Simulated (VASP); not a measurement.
Input of a VASP 6.6.1 run:

INCAR

```
PREC     = Accurate       # precision mode
ENCUT    = 520            # plane-wave cutoff, eV
EDIFF    = 1E-6           # SCF threshold, eV
ISMEAR   = 0              # smearing method
SIGMA    = 0.1            # smearing width, eV
LREAL    = Auto         
LASPH    = True           # aspherical terms in the spheres
NELM     = 80             # most SCF steps
ALGO     = Normal         # electronic algorithm
ISIF     = 2              # what is computed and relaxed
LWAVE    = False          # write WAVECAR
LCHARG   = False          # write CHGCAR
LDIPOL   = True         
IDIPOL   = 3            
DIPOL    = 0.5 0.5 0.473
GGA      = PE             # functional
IVDW     = 12             # dispersion correction
IBRION   = 2              # ionic algorithm
NSW      = 90             # ionic steps
EDIFFG   = -0.03          # ionic threshold
LUSENCCL = False
```

File KPOINTS:

```
Automatic mesh
0
Gamma
  6 6 1
```

POSCAR

```
Ir16Au
1.0
    5.4313155574      0.0000000000      0.0000000000
   -2.7156577787      4.7036572487      0.0000000000
    0.0000000000      0.0000000000     25.6519758739
Ir Au
16 1
Selective dynamics
Direct
    0.3333333333      0.1666666667      0.3313584904  F F F
    0.3333333333      0.6666666667      0.3313584904  F F F
    0.8333333333      0.1666666667      0.3313584904  F F F
    0.8333333333      0.6666666667      0.3313584904  F F F
    0.6666666667      0.3333333333      0.4177972622  F F F
    0.6666666667      0.8333333333      0.4177972622  F F F
    0.1666666667      0.3333333333      0.4177972622  F F F
    0.1666666667      0.8333333333      0.4177972622  F F F
    0.0000000000      0.5000000000      0.5030034014  T T T
    0.0000000000      0.0000000000      0.5030034014  T T T
    0.5000000000      0.5000000000      0.5030034014  T T T
    0.5000000000      0.0000000000      0.5030034014  T T T
    0.3333333333      0.6666666667      0.5883020890  T T T
    0.3333333333      0.1666666667      0.5883020890  T T T
    0.8333333333      0.6666666667      0.5883020890  T T T
    0.8333333333      0.1666666667      0.5883020890  T T T
    0.1666666667      0.3333333333      0.6779637982  T T T
```

Potentials or basis: VASP PAW PBE potentials, release 64 (Ir, Au).

The run is started by

```bash
$ cat potpaw_PBE.64/Ir/POTCAR potpaw_PBE.64/Au/POTCAR > POTCAR
$ mpirun -np 1 vasp_std > vasp.out
```

(1) Predict the band gap on the k mesh.

(2) Predict the energy gained by relaxing.

Answers

(1) zero (an odd number of electrons rules out a gap without spin polarisation).

(2) 4.8 meV/atom.

Caveat: spin-orbit coupling is left out, which moves the levels of the heavy elements.
